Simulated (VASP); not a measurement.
Wanted: the native input for a VASP 6.6.1 run.

```
Task                   : single point
Functional             : LDA
Potentials or basis    : VASP PAW LDA potentials, release 64 (Si)
Cutoff                 : 520 eV
k mesh                 : 10 × 10 × 10
Occupations            : gaussian, width 0.01 eV
Spin                   : no spin polarisation
Dipole correction      : no
Further INCAR settings : ALGO = Normal; EDIFF = 1e-07; NBANDS = 16
```

The structure of Si lies in POSCAR:

```
Si
1.0
   -3.2278782105      3.2278782105      1.8763661237
    3.2278782105     -3.2278782105      1.8763661237
    3.2278782105      3.2278782105     -1.8763661237
Si
4
Direct
    0.1793732579      0.1793732579      0.3587465157
    0.8206267421      0.8206267421      0.6412534843
    0.1793732579      0.8206267421      0.0000000000
    0.8206267421      0.1793732579      0.0000000000
```

The input as run:

INCAR

```
ALGO     = Normal         # electronic algorithm
EDIFF    = 1E-7           # SCF threshold, eV
ENCUT    = 520            # plane-wave cutoff, eV
GGA      = CA             # functional
ISIF     = 2              # what is computed and relaxed
ISMEAR   = 0              # smearing method
LASPH    = T              # aspherical terms in the spheres
LCHARG   = T              # write CHGCAR
LELF     = T              # ELF
LREAL    = F              # projectors in reciprocal space
LVHAR    = T            
LWAVE    = F              # write WAVECAR
NBANDS   = 16             # bands
NELM     = 80             # most SCF steps
PREC     = Accurate       # precision mode
SIGMA    = 0.01           # smearing width, eV
```

KPOINTS

```
k-points
0
Gamma
  10 10 10
```

Potentials or basis: VASP PAW LDA potentials, release 64 (Si).

Run with:

```console
$ cat potpaw_LDA.64/Si/POTCAR > POTCAR
$ mpirun -np 1 vasp_std > vasp.out
```

Results of the run:

```yaml
Pressure: 6.3 GPa
Largest_force: 0.005 eV/Å
Band_gap_on_the_k_mesh: zero (filled and empty bands overlap)
```

Caveat: the cell stands under pressure; semilocal functionals underestimate gaps, and a narrow one can read as zero.

Run time: 68 s on 1 thread of Intel(R) Xeon(R) 6975P-C (Granite Rapids) (shared host), peak memory 0.24 GiB.
